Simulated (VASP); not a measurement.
# CdS (P6_3/mmc) in VASP: settings compared

The runs below take CdS through relaxation of cell and atoms, with PBEsol, LDA.

All numbers are computed with VASP 6.6.1; they aren't measurements. Logs are shortened: lines on timing, memory, paths and dates and some standing lists are left out, and cuts for length are marked.

### 1 The cell of the first run

The structure is hexagonal, space group P6_3/mmc (No. 194). The conventional cell has a = 3.877 Å, b = 3.877 Å, c = 6.478 Å, α = 90.00°, β = 90.00°, γ = 120.00°. Within 3.6 Å of Cd (site symmetry -3m) lie 6 S at 2.76 Å and 2 Cd at 3.24 Å. Within 3.6 Å of S (site symmetry -6m2) lie 6 Cd at 2.76 Å.

### 2 Relaxation of cell and atoms, PBEsol

The input, INCAR:

```
SYSTEM = CdS
PREC = Accurate
ENCUT = 600
EDIFF = 1E-6
ISMEAR = -1
SIGMA = 0.02
LREAL = .FALSE.
LASPH = .TRUE.
NELM = 60
ALGO = Normal
ISIF = 3
LWAVE = .FALSE.
LCHARG = .FALSE.
GGA = PS
IBRION = 2
NSW = 80
EDIFFG = -0.005
```

The input, KPOINTS:

```
Automatic mesh
0
G
  12 12 4
  0 0 0
```

The input, POSCAR:

```
CdS
1.0
    3.8770286350      0.0000000000      0.0000000000
   -1.9385143175      3.3576052891      0.0000000000
    0.0000000000      0.0000000000      6.4776817259
Cd S
2 2
Direct
    0.0000000000      0.0000000000      0.0000000000
    0.0000000000      0.0000000000      0.5000000000
    0.3333333333      0.6666666667      0.2500000000
    0.6666666667      0.3333333333      0.7500000000
```

Potentials or basis: VASP PAW PBE potentials, release 64 (Cd, S).

Started as:

```console
cat potpaw_PBE.64/Cd/POTCAR potpaw_PBE.64/S/POTCAR > POTCAR
mpirun -np 1 vasp_std > vasp.out
```

OUTCAR:

```text
SYSTEM = CdS
   PREC = Accurate
   ENCUT = 600
   EDIFF = 1E-6
   ISMEAR = -1
   LREAL = .FALSE.
   LASPH = .TRUE.
   NELM = 60
   ISIF = 3
   GGA = PS
   IBRION = 2
   NSW = 80
   EDIFFG = -0.005

 ion  position               nearest neighbor table
   1  0.000  0.000  0.000-   3 2.76   4 2.76   3 2.76   4 2.76   4 2.76   3 2.76   2 3.24   2 3.24

   2  0.000  0.000  0.500-   3 2.76   4 2.76   3 2.76   4 2.76   4 2.76   3 2.76   1 3.24   1 3.24

   3  0.333  0.667  0.250-   1 2.76   2 2.76   1 2.76   2 2.76   1 2.76   2 2.76
   4  0.667  0.333  0.750-   1 2.76   2 2.76   1 2.76   2 2.76   1 2.76   2 2.76

  LATTYP: Found a hexagonal cell.
 ALAT       =     3.8770286350
 C/A-ratio  =     1.6707851130

  Lattice vectors:

 A1 = (   3.8770286350,   0.0000000000,   0.0000000000)
 A2 = (  -1.9385143175,   3.3576052891,   0.0000000000)
 A3 = (   0.0000000000,   0.0000000000,   6.4776817259)

Analysis of symmetry for initial positions (statically):
=====================================================================
 Subroutine PRICEL returns:
 Original cell was already a primitive cell.

 Routine SETGRP: Setting up the symmetry group for a
 hexagonal supercell.

 Subroutine GETGRP returns: Found 24 space group operations
 (whereof 12 operations were pure point group operations)
 out of a pool of 24 trial point group operations.

The static configuration has the point symmetry D_3d.
 The point group associated with its full space group is D_6h.

Analysis of symmetry for dynamics (positions and initial velocities):
=====================================================================
 Subroutine PRICEL returns:
 Original cell was already a primitive cell.

 Routine SETGRP: Setting up the symmetry group for a
 hexagonal supercell.

 Subroutine GETGRP returns: Found 24 space group operations
 (whereof 12 operations were pure point group operations)
 out of a pool of 24 trial point group operations.

The dynamic configuration has the point symmetry D_3d.
 The point group associated with its full space group is D_6h.

 Subroutine INISYM returns: Found 24 space group operations
 (whereof 12 operations are pure point group operations),
 and found     1 'primitive' translations

----------------------------------------------------------------------------------------

                                     Primitive cell

  volume of cell :      84.3234

  direct lattice vectors                    reciprocal lattice vectors
     3.877028635  0.000000000  0.000000000     0.257929485  0.148915658  0.000000000
    -1.938514317  3.357605289  0.000000000     0.000000000  0.297831315  0.000000000
     0.000000000  0.000000000  6.477681726     0.000000000  0.000000000  0.154376217

  length of vectors
     3.877028635  3.877028635  6.477681726     0.297831315  0.297831315  0.154376217

  position of ions in fractional coordinates (direct lattice)
     0.000000000  0.000000000  0.000000000
     0.000000000  0.000000000  0.500000000
     0.333333333  0.666666667  0.250000000
     0.666666667  0.333333333  0.750000000

  ion indices of the primitive-cell ions
   primitive index   ion index
                 1           1
                 2           2
                 3           3
                 4           4

----------------------------------------------------------------------------------------

 KPOINTS: Automatic mesh

Automatic generation of k-mesh.
 Grid dimensions read from file:
 generate k-points for:   12   12    4

 Generating k-lattice:

  Cartesian coordinates                     Fractional coordinates (reciprocal lattice)
     0.021494124  0.012409638  0.000000000     0.083333333 -0.000000000  0.000000000
     0.000000000  0.024819276  0.000000000     0.000000000  0.083333333  0.000000000
     0.000000000  0.000000000  0.038594054     0.000000000  0.000000000  0.250000000

  Length of vectors
     0.024819276  0.024819276  0.038594054

  Shift w.r.t. Gamma in fractional coordinates (k-lattice)
     0.000000000  0.000000000  0.000000000

 Subroutine IBZKPT returns following result:
 ===========================================

 Found     57 irreducible k-points:

 Following reciprocal coordinates:
            Coordinates               Weight
  0.000000  0.000000  0.000000      1.000000
  0.083333  0.000000  0.000000      6.000000
  0.166667  0.000000  0.000000      6.000000
  0.250000 -0.000000  0.000000      6.000000
  0.333333  0.000000  0.000000      6.000000
  0.416667 -0.000000  0.000000      6.000000
[... 16 lines left out ...]
  0.250000 -0.000000  0.250000     12.000000
  0.333333  0.000000  0.250000     12.000000
 [... further k-points ...]
   k-points           NKPTS =     57   k-points in BZ     NKDIM =     57   number of bands    NBANDS=     22
   number of dos      NEDOS =    301   number of ions     NIONS =      4
   total plane-waves  NPLWV =  55296
   dimension x,y,z NGX =    32 NGY =   32 NGZ =   54
   dimension x,y,z NGXF=    64 NGYF=   64 NGZF=  108
   ions per type =               2   2
   NGX,Y,Z   is equivalent  to a cutoff of  13.72, 13.72, 13.86 a.u.
   NGXF,Y,Z  is equivalent  to a cutoff of  27.44, 27.44, 27.72 a.u.
 SYSTEM =  CdS
   PREC   = accura    normal or accurate (medium, high low for compatibility)
   ISTART =      0    job   : 0-new  1-cont  2-samecut
   ICHARG =      2    charge: 1-file 2-atom 10-const
   ISPIN  =      1    spin polarized calculation?
   LNONCOLLINEAR =      F non collinear calculations
   LSORBIT =      F    spin-orbit coupling
   LASPH  =      T    aspherical Exc in radial PAW
   ENCUT  =  600.0 eV  44.10 Ry    6.64 a.u.   7.74  7.74 12.94*2*pi/ulx,y,z
   NELM   =     60;   NELMIN=  2; NELMDL= -5     # of ELM steps
   EDIFF  = 0.1E-05   stopping-criterion for ELM
   LREAL  =      F    real-space projection
   EDIFFG = -.5E-02   stopping-criterion for IOM
   NSW    =     80    number of steps for IOM
   IBRION =      2    ionic relax: 0-MD 1-quasi-New 2-CG
   NFREE  =      1    steps in history (QN), initial steepest desc. (CG)
   ISIF   =      3    stress and relaxation
   ISYM   =      2    0-nonsym 1-usesym 2-fastsym
   POTIM  = 0.5000    time-step for ionic-motion
   TEBEG  =    0.0;   TEEND  =   0.0 temperature during run
   PSTRESS=    0.0 pullay stress
   NELECT =      36.0000    total number of electrons
   NUPDOWN=      -1.0000    fix difference up-down
   EMIN   =  10.00;   EMAX   =-10.00  energy-range for DOS
   EFERMI =   0.00;   METHOD = LEGACY
   ISMEAR =    -1;   SIGMA  =   0.02  broadening in eV -4-tet -1-fermi 0-gaus
   EFERMI_NEDOS =   21; number of points for ismear=-14 and -15
   IALGO  =     38    algorithm
   IMIX   =      4    mixing-type and parameters
     AMIX     =   0.40;   BMIX     =  1.00
     AMIX_MAG =   1.60;   BMIX_MAG =  1.00
  volume/ion in A,a.u.               =      21.08       142.26
  Fermi-wavevector in a.u.,A,eV,Ry     =   1.232706  2.329477 20.674931  1.519565
  Thomas-Fermi vector in A             =   2.367466
   LORBIT       =      0    0 simple, 1 ext, 2 COOP (PROOUT), +10 PAW based schemes
   GGA     = PS    functional components
   LHFCALC =     F    Hartree Fock is set to
   AEXX    =    0.0000 exact exchange contribution
   IVDW    =     0    specifies the selected vdW correction
   LEPSILON=     F    determine dielectric tensor
   LRPA    =     F    only Hartree local field effects (RPA)
 conjugate gradient relaxation of ions
 non-spin polarized calculation
  energy-cutoff  :      600.00
  volume of cell :       84.32
 maximum number of plane-waves:      2834
 NGX is ok and might be reduce to    32
   NGX = 15   NGY = 15   NGZ = 25

--------------------------------------- Ionic step        1  -------------------------------------------

 number of electron      36.0000002 magnetization

 Free energy of the ion-electron system (eV)
  ---------------------------------------------------
  ext. energy  EPLUGINS =         0.00000000
  ---------------------------------------------------
  free energy    TOTEN  =       -13.07423665 eV

  energy without entropy =      -13.07423645  energy(sigma->0) =      -13.07423655

------------------------ aborting loop because EDIFF is reached ----------------------------------------

  FORCE on cell =-STRESS in cart. coord.  units (eV):
  Direction    XX          YY          ZZ          XY          YZ          ZX
  --------------------------------------------------------------------------------------
  -------------------------------------------------------------------------------------
  Total       -1.7729022     -1.7729022     -1.9777579      0.0000000     -0.0000000      0.0000000
  in kB      -33.6858183    -33.6858183    -37.5781555      0.0000000     -0.0000000      0.0000000
  external PRESSURE =     -34.9832640 kB  Pullay stress =       0.0000000 kB

 VOLUME and BASIS-vectors are now :
 -----------------------------------------------------------------------------
  energy-cutoff  :      600.00
  volume of cell :       84.32
      direct lattice vectors                 reciprocal lattice vectors
     3.877028635  0.000000000  0.000000000     0.257929485  0.148915658  0.000000000
    -1.938514317  3.357605289  0.000000000     0.000000000  0.297831315  0.000000000
     0.000000000  0.000000000  6.477681726     0.000000000  0.000000000  0.154376217
[... 267 lines left out ...]
 POSITION                                       TOTAL-FORCE (eV/Angst)
 -----------------------------------------------------------------------------------
      0.00000      0.00000      0.00000        -0.000000     -0.000000      0.000000
      0.00000      0.00000      3.18764        -0.000000     -0.000000      0.000000
     -0.00000      2.20326      1.59382        -0.000000      0.000000     -0.000000
      1.90808      1.10163      4.78146         0.000000      0.000000      0.000000
 -----------------------------------------------------------------------------------
    total drift:                                0.000000     -0.000000      0.000000

  FREE ENERGIE OF THE ION-ELECTRON SYSTEM (eV)
  ---------------------------------------------------
  free  energy   TOTEN  =       -13.1187612388 eV

  energy  without entropy=      -13.1187612375  energy(sigma->0) =      -13.11876124

--------------------------------------- Ionic step        9  -------------------------------------------

 number of electron      35.9999995 magnetization

 Free energy of the ion-electron system (eV)
  ---------------------------------------------------
  ext. energy  EPLUGINS =         0.00000000
  ---------------------------------------------------
  free energy    TOTEN  =       -13.11876417 eV

  energy without entropy =      -13.11876417  energy(sigma->0) =      -13.11876417

 E-fermi :   3.3674     XC(G=0): -10.6663

 val. band max:        3.0280946864   @ k =   0.0000   0.0000   0.0000
 cond. band min:       3.6536541961   @ k =   0.0000   0.0000   0.0000
 fundamental gap:      0.6255595097
 Fermi energy:         3.3674176059

 k-point     1 :       0.0000    0.0000    0.0000
  band No.  band energies     occupation
      1      -9.9858      2.00000
      2      -8.8211      2.00000
      3      -5.1334      2.00000
      4      -5.0761      2.00000
      5      -5.0761      2.00000
      6      -4.7836      2.00000
[... 14 lines left out ...]
     21       9.6420      0.00000
     22       9.6420      0.00000
[... 552 lines left out ...]
  band No.  band energies     occupation
      1      -9.1950      2.00000
      2      -8.9113      2.00000
      3      -5.0423      2.00000
      4      -5.0093      2.00000
      5      -4.9280      2.00000
      6      -4.8210      2.00000
[... 14 lines left out ...]
     21       8.2992      0.00000
     22       9.3581      0.00000

 [... further k-points ...]

------------------------ aborting loop because EDIFF is reached ----------------------------------------

  FORCE on cell =-STRESS in cart. coord.  units (eV):
  Direction    XX          YY          ZZ          XY          YZ          ZX
  --------------------------------------------------------------------------------------
  -------------------------------------------------------------------------------------
  Total       -0.0008488     -0.0008488      0.0004683      0.0000000      0.0000000      0.0000000
  in kB       -0.0169067     -0.0169067      0.0093293      0.0000000      0.0000000      0.0000000
  external PRESSURE =      -0.0081614 kB  Pullay stress =       0.0000000 kB

 VOLUME and BASIS-vectors are now :
 -----------------------------------------------------------------------------
  energy-cutoff  :      600.00
  volume of cell :       80.43
      direct lattice vectors                 reciprocal lattice vectors
     3.816565968  0.000000000 -0.000000000     0.262015647  0.151274804 -0.000000000
    -1.908282984  3.305243083 -0.000000000    -0.000000000  0.302549608 -0.000000000
     0.000000000  0.000000000  6.376132719     0.000000000  0.000000000  0.156834878

 POSITION                                       TOTAL-FORCE (eV/Angst)
 -----------------------------------------------------------------------------------
      0.00000      0.00000      0.00000        -0.000000      0.000000      0.000000
      0.00000      0.00000      3.18807        -0.000000     -0.000000      0.000000
     -0.00000      2.20350      1.59403        -0.000000      0.000000     -0.000000
      1.90828      1.10175      4.78210         0.000000     -0.000000      0.000000
 -----------------------------------------------------------------------------------
    total drift:                                0.000000     -0.000000      0.000000

  FREE ENERGIE OF THE ION-ELECTRON SYSTEM (eV)
  ---------------------------------------------------
  free  energy   TOTEN  =       -13.1187641699 eV

  energy  without entropy=      -13.1187641685  energy(sigma->0) =      -13.11876417

 reached required accuracy - stopping structural energy minimisation
```

Run time: 9.1 min. Hardware: 1 thread of Oxide Virtual Turin-like, shared host; peak memory 0.27 GiB.

Results:

```
Free energy                            : -13.1188 eV
Relaxed volume                         : 20.11 Å³/atom
Relaxed cell                           : a = 3.817 Å, b = 3.817 Å, c = 6.376 Å, α = 90.00°, β = 90.00°, γ = 120.00°
Space group after relaxing (to 0.05 Å) : P6_3/mmc (No. 194)
Energy gained by relaxing              : 11.1 meV/atom
Ionic steps                            : 9
Pressure after relaxing                : 0.0 GPa
Band gap on the k mesh                 : 0.63 eV, direct
```

The path:
```csv
step,energy change (eV),largest force (eV/Å),pressure (GPa),volume (Å³)
1,0.0000,0.0000,-3.50,84.32
2,-0.0357,0.0000,1.78,78.83
3,-0.0445,0.0000,0.00,80.44
4,-0.0445,0.0000,-0.07,80.52
5,-0.0445,0.0000,-0.08,80.51
6,-0.0445,0.0000,-0.05,80.50
7,-0.0445,0.0000,-0.06,80.50
8,-0.0445,0.0000,0.04,80.41
9,-0.0445,0.0000,0.00,80.43
```

Final structure:
```
Cd S
1.0
     3.81657    0.00000    0.00000
    -1.90828    3.30524    0.00000
     0.00000    0.00000    6.37613
Cd S
2 2
Cartesian
  0.0000 0.0000 0.0000
  0.0000 0.0000 3.1881
  0.0000 2.2035 1.5940
  1.9083 1.1017 4.7821
```

Levels at points of the mesh, in eV from the valence-band top:
```
           k point  band 16  band 17  band 18  band 19  band 20  band 21
(0.00, 0.00, 0.00)    -0.84     0.00     0.00     0.63     3.26     6.61
(0.50, 0.00, 0.00)    -2.22    -1.57    -0.04     2.55     3.64     3.70
(0.00, 0.00, 0.50)    -0.39    -0.39    -0.39     3.05     3.05     6.74
(0.50, 0.00, 0.50)    -1.40    -1.26    -1.26     2.02     2.02     5.77
```

Caveat: the PAW data sets were made with another functional, which shifts forces and pressure a little. A k mesh can miss the band edges.

### 3 Relaxation of cell and atoms, LDA

The input, INCAR:

```
PREC = Accurate ; ENCUT = 600
EDIFF = 1E-7 ; ISMEAR = -1
SIGMA = 0.02 ; LREAL = F
LASPH = T ; NELM = 60
ALGO = Normal ; ISIF = 3
LWAVE = F ; LCHARG = F
IBRION = 2 ; NSW = 80
EDIFFG = -0.005
```

The input, KPOINTS:

```
regular mesh
0
Gamma
  12 12 4
```

POSCAR is that of step 2.

Potentials or basis: VASP PAW LDA potentials, release 64 (Cd, S).

Started as:

```console
cat potpaw_LDA.64/Cd/POTCAR potpaw_LDA.64/S/POTCAR > POTCAR
mpirun -np 1 vasp_std > vasp.out
```

Run time: 7.3 min. Hardware: 1 thread of Oxide Virtual Turin-like, shared host; peak memory 0.24 GiB.

The run converged. Its results:

| Property | Result |
| --- | --- |
| Free energy | -14.3421 eV |
| Relaxed volume | 19.51 Å³/atom |
| Relaxed cell | a = 3.783 Å, b = 3.783 Å, c = 6.300 Å, α = 90.00°, β = 90.00°, γ = 120.00° |
| Space group after relaxing (to 0.05 Å) | P6_3/mmc (No. 194) |
| Energy gained by relaxing | 31.2 meV/atom |
| Ionic steps | 6 |
| Pressure after relaxing | 0.0 GPa |
| Band gap on the k mesh | 0.67 eV, direct |

The path:
```tsv
step	energy change (eV)	largest force (eV/Å)	pressure (GPa)	volume (Å³)
1	0.0000	0.0000	-5.89	84.32
2	-0.0932	0.0000	3.70	75.22
3	-0.1249	0.0000	-0.01	78.05
4	-0.1249	0.0000	0.13	77.93
5	-0.1249	0.0000	-0.07	78.10
6	-0.1249	0.0000	-0.02	78.06
```

Final structure:
```
Cd S
1.0
     3.78250    0.00000    0.00000
    -1.89125    3.27574    0.00000
     0.00000    0.00000    6.29973
Cd S
2 2
Direct
  0.00000 0.00000 0.00000
  0.00000 0.00000 0.50000
  0.33333 0.66667 0.25000
  0.66667 0.33333 0.75000
```

Levels at points of the mesh, in eV from the valence-band top:
```
           k point  band 15  band 16  band 17  band 18  band 19  band 20  band 21  band 22
(0.00, 0.00, 0.00)    -0.91    -0.91     0.00     0.00     0.67     3.18     6.52     6.52
(0.50, 0.00, 0.00)    -3.45    -2.36    -1.65    -0.03     2.54     3.57     3.67     5.68
(0.00, 0.00, 0.50)    -0.42    -0.42    -0.42    -0.42     3.08     3.08     6.74     6.74
(0.50, 0.00, 0.50)    -1.45    -1.45    -1.33    -1.33     1.95     1.95     5.72     5.72
```

A k mesh can miss the band edges. Expect the measured gap to be larger: semilocal functionals such as LDA lack the derivative discontinuity.
